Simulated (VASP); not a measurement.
## W: single point with PBEsol

Crystal: W.

```
W
1.0
     0.00000    1.99559    1.99559
     1.99559    0.00000    1.99559
     1.99559    1.99559    0.00000
W
1
Direct
  0.00000 0.00000 0.00000
```

```
Program                : VASP 6.6.1
Task                   : single point
Functional             : PBEsol
Potentials or basis    : VASP PAW PBE potentials, release 64 (W_sv)
Cutoff                 : 520 eV
k mesh                 : 12 × 12 × 12
Occupations            : fermi-dirac, width 0.1 eV
Spin                   : no spin polarisation
Dipole correction      : no
Further INCAR settings : ALGO = Normal; EDIFF = 1e-06; NBANDS = 13
```

```json
{"Pressure": "1.9 GPa", "Band gap on the k mesh": "zero (band 7 reaches 14.01 eV, above the bottom of band 8 at 10.16 eV)"}
```

Levels at points of the mesh, in eV from the Fermi level:
| k point | band 3 | band 4 | band 5 | band 6 | band 7 | band 8 | band 9 | band 10 | band 11 | band 12 |
| --- | --- | --- | --- | --- | --- | --- | --- | --- | --- | --- |
| (0.00, 0.00, 0.00) | -37.17 | -37.17 | -9.20 | -0.62 | -0.62 | -0.62 | 2.64 | 2.64 | 12.84 | 18.18 |
| (0.50, 0.00, 0.00) | -37.34 | -37.34 | -5.81 | -0.87 | -0.87 | 0.73 | 5.26 | 5.26 | 10.75 | 12.47 |
| (0.50, 0.50, 0.00) | -37.63 | -37.63 | -5.75 | -4.75 | 3.23 | 5.21 | 6.04 | 6.04 | 11.99 | 11.99 |

It took 7 s on 1 thread of Intel Xeon 6975P-C, on a shared host, peak memory 0.14 GiB.

Caveat: the PAW data sets were made with another functional, which shifts forces and pressure a little; spin-orbit coupling is left out, which moves the levels of the heavy elements.
